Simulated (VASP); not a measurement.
# Li3SeF (P4mm) in VASP: a series of runs

Li3SeF is run at these levels: PBE; tasks: single point, relaxation of cell and atoms.

Everything below comes from runs of VASP 6.6.1. Logs are shortened: lines on timing, memory, paths and dates and some standing lists are left out, and cuts for length are marked.

## Step 1: The cell of the first run

The structure is tetragonal, space group P4mm (No. 99). Conventional cell: a = 4.525 Å, b = 4.525 Å, c = 4.898 Å, α = 90.00°, β = 90.00°, γ = 90.00°. Within 3.2 Å of Li (site symmetry 2mm) lie 2 F at 2.36 Å and 2 Se at 2.37 Å and 6 Li at 2.90 to 3.20 Å. Within 3.1 Å of Li (site symmetry 4mm) lie 2 Se at 2.37 to 2.53 Å and 4 Li at 2.90 Å. Within 3.1 Å of Se (site symmetry 4mm) lie 6 Li at 2.37 to 2.53 Å. F (site symmetry 4mm) has 4 Li at 2.36 Å within 3.1 Å.

The cell was built from a structure type or drawn by symmetry, and may not be a known phase.

## Step 2: Single point, PBE

The input, INCAR:

```
SYSTEM = Li3SeF
PREC = Accurate
ENCUT = 520
EDIFF = 1E-6
ISMEAR = 0
SIGMA = 0.1
LREAL = .FALSE.
LASPH = .TRUE.
NELM = 60
ALGO = Normal
ISIF = 2
LWAVE = .FALSE.
LCHARG = .FALSE.
GGA = PE
NBANDS = 19
```

The input, KPOINTS:

```
Automatic mesh
0
G
  4 4 4
  0 0 0
```

The input, POSCAR:

```
Li3SeF
1.0
    4.5251961421      0.0000000000      0.0000000000
    0.0000000000      4.5251961421      0.0000000000
    0.0000000000      0.0000000000      4.8981325085
Li Se F
3 1 1
Direct
    0.0000000000      0.5000000000      0.6400547200
    0.0000000000      0.0000000000      0.0089998616
    0.5000000000      0.0000000000      0.6400547200
    0.0000000000      0.0000000000      0.4929680561
    0.5000000000      0.5000000000     -0.2203863275
```

Potentials or basis: VASP PAW PBE potentials, release 64 (Li_sv, Se, F).

The run is started by

```bash
cat potpaw_PBE.64/Li_sv/POTCAR potpaw_PBE.64/Se/POTCAR potpaw_PBE.64/F/POTCAR > POTCAR
mpirun -np 1 vasp_std > vasp.out
```

OUTCAR:

```text
SYSTEM = Li3SeF
   PREC = Accurate
   ENCUT = 520
   EDIFF = 1E-6
   ISMEAR = 0
   LREAL = .FALSE.
   LASPH = .TRUE.
   NELM = 60
   ISIF = 2
   GGA = PE

 ion  position               nearest neighbor table
   1  0.000  0.500  0.640-   4 2.37   4 2.37
   2  0.000  0.000  0.009-   4 2.37   4 2.53
   3  0.500  0.000  0.640-   4 2.37   4 2.37
   4  0.000  0.000  0.493-   2 2.37   1 2.37   3 2.37   1 2.37   3 2.37   2 2.53
   5  0.500  0.500  0.780-

  LATTYP: Found a simple tetragonal cell.
 ALAT       =     4.5251961421
 C/A-ratio  =     1.0824133042

  Lattice vectors:

 A1 = (   4.5251961421,   0.0000000000,   0.0000000000)
 A2 = (   0.0000000000,   4.5251961421,   0.0000000000)
 A3 = (   0.0000000000,   0.0000000000,   4.8981325085)

Analysis of symmetry for initial positions (statically):
=====================================================================
 Subroutine PRICEL returns:
 Original cell was already a primitive cell.

 Routine SETGRP: Setting up the symmetry group for a
 simple tetragonal supercell.

 Subroutine GETGRP returns: Found  8 space group operations
 (whereof  8 operations were pure point group operations)
 out of a pool of 16 trial point group operations.

The static configuration has the point symmetry C_4v.

Analysis of symmetry for dynamics (positions and initial velocities):
=====================================================================
 Subroutine PRICEL returns:
 Original cell was already a primitive cell.

 Routine SETGRP: Setting up the symmetry group for a
 simple tetragonal supercell.

 Subroutine GETGRP returns: Found  8 space group operations
 (whereof  8 operations were pure point group operations)
 out of a pool of 16 trial point group operations.

The dynamic configuration has the point symmetry C_4v.

 Subroutine INISYM returns: Found  8 space group operations
 (whereof  8 operations are pure point group operations),
 and found     1 'primitive' translations

----------------------------------------------------------------------------------------

                                     Primitive cell

  volume of cell :     100.3010

  direct lattice vectors                    reciprocal lattice vectors
     4.525196142  0.000000000  0.000000000     0.220984896  0.000000000  0.000000000
     0.000000000  4.525196142  0.000000000     0.000000000  0.220984896  0.000000000
     0.000000000  0.000000000  4.898132508     0.000000000  0.000000000  0.204159442

  length of vectors
     4.525196142  4.525196142  4.898132508     0.220984896  0.220984896  0.204159442

  position of ions in fractional coordinates (direct lattice)
     0.000000000  0.500000000  0.640054720
     0.000000000  0.000000000  0.008999862
     0.500000000  0.000000000  0.640054720
     0.000000000  0.000000000  0.492968056
     0.500000000  0.500000000  0.779613672

  ion indices of the primitive-cell ions
   primitive index   ion index
                 1           1
                 2           2
                 3           3
                 4           4
                 5           5

----------------------------------------------------------------------------------------

 KPOINTS: Automatic mesh

Automatic generation of k-mesh.
 Grid dimensions read from file:
 generate k-points for:    4    4    4

 Generating k-lattice:

  Cartesian coordinates                     Fractional coordinates (reciprocal lattice)
     0.055246224  0.000000000  0.000000000     0.250000000  0.000000000  0.000000000
     0.000000000  0.055246224  0.000000000     0.000000000  0.250000000  0.000000000
     0.000000000  0.000000000  0.051039861     0.000000000  0.000000000  0.250000000

  Length of vectors
     0.055246224  0.055246224  0.051039861

  Shift w.r.t. Gamma in fractional coordinates (k-lattice)
     0.000000000  0.000000000  0.000000000

 Subroutine IBZKPT returns following result:
 ===========================================

 Found     18 irreducible k-points:

 Following reciprocal coordinates:
            Coordinates               Weight
  0.000000  0.000000  0.000000      1.000000
  0.250000  0.000000  0.000000      4.000000
  0.500000  0.000000  0.000000      2.000000
  0.250000  0.250000  0.000000      4.000000
  0.500000  0.250000  0.000000      4.000000
  0.500000  0.500000  0.000000      1.000000
[... 10 lines left out ...]
  0.500000  0.250000  0.500000      4.000000
  0.500000  0.500000  0.500000      1.000000
   k-points           NKPTS =     18   k-points in BZ     NKDIM =     18   number of bands    NBANDS=     19
   number of dos      NEDOS =    301   number of ions     NIONS =      5
   total plane-waves  NPLWV =  46656
   dimension x,y,z NGX =    36 NGY =   36 NGZ =   36
   dimension x,y,z NGXF=    72 NGYF=   72 NGZF=   72
   ions per type =               3   1   1
   NGX,Y,Z   is equivalent  to a cutoff of  13.23, 13.23, 12.22 a.u.
   NGXF,Y,Z  is equivalent  to a cutoff of  26.45, 26.45, 24.44 a.u.
 SYSTEM =  Li3SeF
[... 100 lines left out ...]

 k-point     4 :       0.2500    0.2500    0.0000
  band No.  band energies     occupation
      1     -46.5032      2.00000
      2     -45.1649      2.00000
      3     -45.1607      2.00000
      4     -21.2289      2.00000
      5     -11.6408      2.00000
      6      -3.4196      2.00000
[... 11 lines left out ...]
     18       8.7849      0.00000
     19       9.1037      0.00000

 k-point     5 :       0.5000    0.2500    0.0000
  band No.  band energies     occupation
      1     -46.5031      2.00000
      2     -45.1627      2.00000
      3     -45.1627      2.00000
      4     -21.2297      2.00000
      5     -11.6423      2.00000
      6      -3.3724      2.00000
[... 11 lines left out ...]
     18       9.2546      0.00000
     19       9.8950      0.00000

 k-point     6 :       0.5000    0.5000    0.0000
  band No.  band energies     occupation
      1     -46.5031      2.00000
      2     -45.1627      2.00000
      3     -45.1627      2.00000
      4     -21.2306      2.00000
      5     -11.6399      2.00000
      6      -3.4818      2.00000
[... 11 lines left out ...]
     18       9.4490      0.00000
     19      10.0916      0.00000

 k-point     7 :       0.0000    0.0000    0.2500
  band No.  band energies     occupation
      1     -46.5032      2.00000
      2     -45.1672      2.00000
      3     -45.1586      2.00000
      4     -21.2270      2.00000
      5     -11.6462      2.00000
      6      -3.3313      2.00000
[... 11 lines left out ...]
     18       8.6389      0.00000
     19      10.1409      0.00000

 k-point     8 :       0.2500    0.0000    0.2500
  band No.  band energies     occupation
      1     -46.5032      2.00000
      2     -45.1659      2.00000
      3     -45.1598      2.00000
      4     -21.2277      2.00000
      5     -11.6512      2.00000
      6      -3.4224      2.00000
[... 124 lines left out ...]
 k-point    14 :       0.2500    0.0000    0.5000
  band No.  band energies     occupation
      1     -46.5032      2.00000
      2     -45.1659      2.00000
      3     -45.1598      2.00000
      4     -21.2272      2.00000
      5     -11.6630      2.00000
      6      -3.4725      2.00000
[... 11 lines left out ...]
     18       8.3802      0.00000
     19       8.9448      0.00000

 k-point    15 :       0.5000    0.0000    0.5000
  band No.  band energies     occupation
      1     -46.5032      2.00000
      2     -45.1628      2.00000
      3     -45.1628      2.00000
      4     -21.2279      2.00000
      5     -11.6680      2.00000
      6      -3.4534      2.00000
[... 11 lines left out ...]
     18       7.9933      0.00000
     19       9.9215      0.00000

 k-point    16 :       0.2500    0.2500    0.5000
  band No.  band energies     occupation
      1     -46.5032      2.00000
      2     -45.1650      2.00000
      3     -45.1606      2.00000
      4     -21.2281      2.00000
      5     -11.6653      2.00000
      6      -3.3509      2.00000
[... 11 lines left out ...]
     18       8.1038      0.00000
     19       9.4277      0.00000

 k-point    17 :       0.5000    0.2500    0.5000
  band No.  band energies     occupation
      1     -46.5032      2.00000
      2     -45.1628      2.00000
      3     -45.1628      2.00000
      4     -21.2290      2.00000
      5     -11.6676      2.00000
      6      -3.3858      2.00000
[... 11 lines left out ...]
     18       8.4591      0.00000
     19       9.8926      0.00000

 k-point    18 :       0.5000    0.5000    0.5000
  band No.  band energies     occupation
      1     -46.5031      2.00000
      2     -45.1627      2.00000
      3     -45.1627      2.00000
      4     -21.2301      2.00000
      5     -11.6673      2.00000
      6      -3.3572      2.00000
[... 11 lines left out ...]
     18       9.6201      0.00000
     19      10.5365      0.00000

------------------------ aborting loop because EDIFF is reached ----------------------------------------

  FORCE on cell =-STRESS in cart. coord.  units (eV):
  Direction    XX          YY          ZZ          XY          YZ          ZX
  --------------------------------------------------------------------------------------
  -------------------------------------------------------------------------------------
  Total        0.0592561      0.0592561      0.0075158      0.0000000      0.0000000      0.0000000
  in kB        0.9465380      0.9465380      0.1200548      0.0000000      0.0000000      0.0000000
  external PRESSURE =       0.6710436 kB  Pullay stress =       0.0000000 kB

 VOLUME and BASIS-vectors are now :
 -----------------------------------------------------------------------------
  energy-cutoff  :      520.00
  volume of cell :      100.30
      direct lattice vectors                 reciprocal lattice vectors
     4.525196142  0.000000000  0.000000000     0.220984896  0.000000000  0.000000000
     0.000000000  4.525196142  0.000000000     0.000000000  0.220984896  0.000000000
     0.000000000  0.000000000  4.898132508     0.000000000  0.000000000  0.204159442

 POSITION                                       TOTAL-FORCE (eV/Angst)
 -----------------------------------------------------------------------------------
      0.00000      2.26260      3.13507        -0.000000     -0.000000      0.012208
      0.00000      0.00000      0.04408        -0.000000     -0.000000      0.012048
      2.26260      0.00000      3.13507        -0.000000      0.000000      0.012208
      0.00000      0.00000      2.41462        -0.000000      0.000000     -0.032538
      2.26260      2.26260      3.81865         0.000000     -0.000000     -0.003925
 -----------------------------------------------------------------------------------
    total drift:                                0.000000      0.000000      0.000059

  FREE ENERGIE OF THE ION-ELECTRON SYSTEM (eV)
  ---------------------------------------------------
  free  energy   TOTEN  =       -18.7229977907 eV

  energy  without entropy=      -18.7229977907  energy(sigma->0) =      -18.72299779
```

Run time: 32 s. Hardware: 1 thread of Intel Xeon Platinum 8488C (Sapphire Rapids), shared host; peak memory 0.21 GiB.

What came out:

- Free energy: -18.7230 eV
- Largest force: 0.033 eV/Å
- Band gap on the k mesh: 3.32 eV (least direct gap 3.38 eV)

Forces on the atoms (eV/Å):
```
Li   0.000  0.000  0.012
Li   0.000  0.000  0.012
Li   0.000  0.000  0.012
Se   0.000  0.000 -0.033
F    0.000  0.000 -0.004
```

Caveat: the cutoff is under 1.25 times the usual one of these potentials, so pressure, stress and relaxed cells hold a basis-set (Pulay) error.

## Step 3: Single point, PBE

This run uses another cell than the first one, of 20.17 Å³/atom.

The input, INCAR:

```
ALGO = Normal ; EDIFF = 1E-7
ENCUT = 520 ; GGA = PE
ISIF = 2 ; ISMEAR = 0
LASPH = True ; LCHARG = False
LREAL = False ; LWAVE = False
NBANDS = 19 ; NELM = 100
PREC = Accurate ; SIGMA = 0.02
```

The input, KPOINTS:

```
k-points
0
Gamma
  6 6 6
```

The input, POSCAR:

```
Li3SeF
1.0
    4.5369179042      0.0000000000      0.0000000000
    0.0000000000      4.5369179042      0.0000000000
    0.0000000000      0.0000000000      4.8997070489
Li Se F
3 1 1
Direct
    0.0000000000      0.5000000000      0.6398571478
    0.0000000000      0.0000000000      0.0100245497
    0.5000000000      0.0000000000      0.6398571478
    0.0000000000      0.0000000000      0.4935813262
    0.5000000000      0.5000000000      0.7783708586
```

Potentials or basis: VASP PAW PBE potentials, release 64 (Li_sv, Se, F).

The run is started by

```bash
cat potpaw_PBE.64/Li_sv/POTCAR potpaw_PBE.64/Se/POTCAR potpaw_PBE.64/F/POTCAR > POTCAR
mpirun -np 1 vasp_std > vasp.out
```

Wall time 57 s (1 thread of Intel Xeon Platinum 8488C (Sapphire Rapids), shared host); peak memory 0.23 GiB.

The run converged. Its results:

* Free energy: -18.7235 eV
* Largest force: 0.007 eV/Å
* Band gap on the k mesh: 3.31 eV (least direct gap 3.37 eV)

Forces in eV/Å, atoms in the order of the input:
```
Li   0.000  0.000  0.007
Li   0.000  0.000 -0.005
Li   0.000  0.000  0.007
Se   0.000  0.000 -0.005
F    0.000  0.000 -0.004
```

Levels at points of the mesh, in eV from the valence-band top:
| k point | band 8 | band 9 | band 10 | band 11 | band 12 | band 13 | band 14 | band 15 |
| --- | --- | --- | --- | --- | --- | --- | --- | --- |
| (0.00, 0.00, 0.00) | -1.34 | -0.98 | -0.06 | -0.06 | 3.31 | 6.72 | 7.42 | 8.75 |
| (0.50, 0.00, 0.00) | -1.48 | -0.71 | -0.70 | -0.29 | 4.98 | 5.58 | 7.50 | 7.75 |
| (0.50, 0.50, 0.00) | -1.33 | -0.88 | -0.15 | -0.15 | 5.40 | 6.22 | 6.22 | 6.37 |
| (0.00, 0.00, 0.50) | -1.59 | -1.05 | 0.00 | 0.00 | 5.55 | 6.47 | 6.64 | 6.64 |
| (0.50, 0.00, 0.50) | -1.67 | -0.60 | -0.28 | -0.14 | 3.83 | 6.45 | 6.75 | 8.15 |
| (0.50, 0.50, 0.50) | -1.41 | -0.88 | -0.19 | -0.19 | 4.64 | 4.64 | 6.32 | 8.51 |

Caveat: the cutoff is under 1.25 times the usual one of these potentials, so pressure, stress and relaxed cells hold a basis-set (Pulay) error. A k mesh can miss the band edges.

## Step 4: Relaxation of cell and atoms, PBE

The input, INCAR:

```
ALGO = Normal
EDIFF = 1E-6
EDIFFG = -0.01
ENCUT = 600
GGA = PE
IBRION = 2
ISIF = 3
ISMEAR = 0
LASPH = True
LCHARG = False
LREAL = False
LWAVE = False
NELM = 100
NSW = 100
PREC = Accurate
SIGMA = 0.02
```

KPOINTS is that of step 3.

The input, POSCAR:

```
Li3SeF
1.0
    4.5251961421      0.0000000000      0.0000000000
    0.0000000000      4.5251961421      0.0000000000
    0.0000000000      0.0000000000      4.8981325085
Li Se F
3 1 1
Direct
    0.0000000000      0.5000000000      0.6400547200
    0.0000000000      0.0000000000      0.0089998616
    0.5000000000      0.0000000000      0.6400547200
    0.0000000000      0.0000000000      0.4929680561
    0.5000000000      0.5000000000      0.7796136725
```

The run is started by

```bash
cat potpaw_PBE.64/Li_sv/POTCAR potpaw_PBE.64/Se/POTCAR potpaw_PBE.64/F/POTCAR > POTCAR
mpirun -np 1 vasp_std > vasp.out
```

Run time: 95 s. Hardware: 1 thread of Intel Xeon Platinum 8488C (Sapphire Rapids), shared host; peak memory 0.27 GiB.

The run converged. Its results:

- Free energy: -18.7241 eV
- Relaxed volume: 20.07 Å³/atom
- Relaxed cell: a = 4.528 Å, b = 4.528 Å, c = 4.896 Å, α = 90.00°, β = 90.00°, γ = 90.00°
- Space group after relaxing (to 0.1 Å): P4mm (No. 99)
- Energy gained by relaxing: 0.0 meV/atom
- Ionic steps: 3
- Pressure after relaxing: 0.0 GPa
- Largest force after relaxing: 0.009 eV/Å
- Band gap on the k mesh: 3.32 eV (least direct gap 3.37 eV)

Forces in eV/Å, atoms in the order of the input:
```
Li   0.000  0.000  0.007
Li   0.000  0.000 -0.009
Li   0.000  0.000  0.007
Se   0.000  0.000  0.000
F    0.000  0.000 -0.004
```

Final structure:
```
Li Se F
1.0
     4.52756    0.00000    0.00000
     0.00000    4.52756    0.00000
     0.00000    0.00000    4.89618
Li Se F
3 1 1
Direct
  0.00000 0.50000 0.64029
  0.00000 0.00000 0.00920
  0.50000 0.00000 0.64029
  0.00000 0.00000 0.49237
  0.50000 0.50000 0.77954
```

Levels at points of the mesh, in eV from the valence-band top:
| k point | band 7 | band 8 | band 9 | band 10 | band 11 | band 12 | band 13 | band 14 | band 15 |
| --- | --- | --- | --- | --- | --- | --- | --- | --- | --- |
| (0.00, 0.00, 0.00) | -2.03 | -1.36 | -0.98 | -0.06 | -0.06 | 3.32 | 6.71 | 7.43 | 8.77 |
| (0.50, 0.00, 0.00) | -1.79 | -1.50 | -0.71 | -0.71 | -0.28 | 4.99 | 5.58 | 7.52 | 7.75 |
| (0.50, 0.50, 0.00) | -2.15 | -1.35 | -0.89 | -0.16 | -0.16 | 5.40 | 6.22 | 6.22 | 6.37 |
| (0.00, 0.00, 0.50) | -1.97 | -1.60 | -1.07 | 0.00 | 0.00 | 5.55 | 6.49 | 6.65 | 6.65 |
| (0.50, 0.00, 0.50) | -1.78 | -1.69 | -0.60 | -0.28 | -0.14 | 3.83 | 6.46 | 6.75 | 8.16 |
| (0.50, 0.50, 0.50) | -2.03 | -1.44 | -0.89 | -0.20 | -0.20 | 4.65 | 4.65 | 6.32 | 8.51 |

Caveat: the cutoff is under 1.25 times the usual one of these potentials, so pressure, stress and relaxed cells hold a basis-set (Pulay) error.

## Step 5: The runs side by side

| task | cell | k mesh | cutoff (eV) | smearing | gap on the mesh (eV) | largest force (eV/Å) |
| --- | --- | --- | --- | --- | --- | --- |
| single point | a = 4.525, b = 4.525, c = 4.898 Å, 5 atoms | 4 × 4 × 4 | 520 | gaussian 0.1 eV | 3.32 | 0.03 |
| single point | a = 4.537, b = 4.537, c = 4.900 Å, 5 atoms | 6 × 6 × 6 | 520 | gaussian 0.02 eV | 3.31 | 0.01 |
| relaxation of cell and atoms | relaxed from a = 4.525, b = 4.525, c = 4.898 Å, 5 atoms | 6 × 6 × 6 | 600 | gaussian 0.02 eV | 3.32 | 0.01 |

Alike in all rows: level PBE; potentials or basis VASP PAW PBE potentials, release 64 (Li_sv, Se, F); no spin polarisation.

Caveats: the cutoff is under 1.25 times the usual one of these potentials, so pressure, stress and relaxed cells hold a basis-set (Pulay) error.

Absolute energies hang on the potentials; compare differences alone.
